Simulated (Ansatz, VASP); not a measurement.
## One calculation of SnO2, two programs

```
CELL_PARAMETERS angstrom
-3.18453 3.34041 3.34035
3.18453 -3.34041 3.34035
3.18453 3.34041 -3.34035
ATOMIC_POSITIONS crystal
Sn 0.99829 0.24829 0.75000
Sn 0.00171 0.75171 0.25000
Sn 0.50000 0.50000 0.50000
Sn 0.50000 0.00000 0.00000
O 0.19391 0.19516 0.50125
O 0.69566 0.75175 0.94391
O 0.19391 0.69266 0.99875
O 0.30784 0.75175 0.55609
O 0.69216 0.24825 0.44391
O 0.30434 0.24825 0.05609
O 0.80609 0.30734 0.00125
O 0.80609 0.80484 0.49875
```

Alike in both runs: functional LDA; k mesh 4 × 4 × 4; occupations gaussian, width 0.1 eV; no spin polarisation.

Ansatz relaxed the structure, and its values are those at the end. VASP's run is a single point on that final structure, the one shown.

```csv
,VASP,Ansatz
version,VASP 6.6.1,Ansatz 0.2.0
potentials or method,"VASP PAW LDA potentials, release 64 (Sn_d, O), cutoff 600 eV","scalar-relativistic, plane waves, PAW"
valence electrons in the cell,104,104
```

|  | VASP | Ansatz | Ansatz less VASP |
| --- | --- | --- | --- |
| gap on the k mesh at the Fermi level (eV) | 1.22 | 1.19 | -0.029 |
| least direct gap on the mesh (eV) | 1.22 | 1.19 | -0.029 |
| pressure (GPa) | 1.2 | 0.0 | -1.14 |
| rms of the force components (eV/Å) | 0.019 | 0.010 | -0.0093 |

Ansatz warns that its potentials were made for another functional, while VASP's fit it. LDA's correlation is that of Perdew and Zunger in VASP and of Perdew and Wang (1992) in Ansatz.
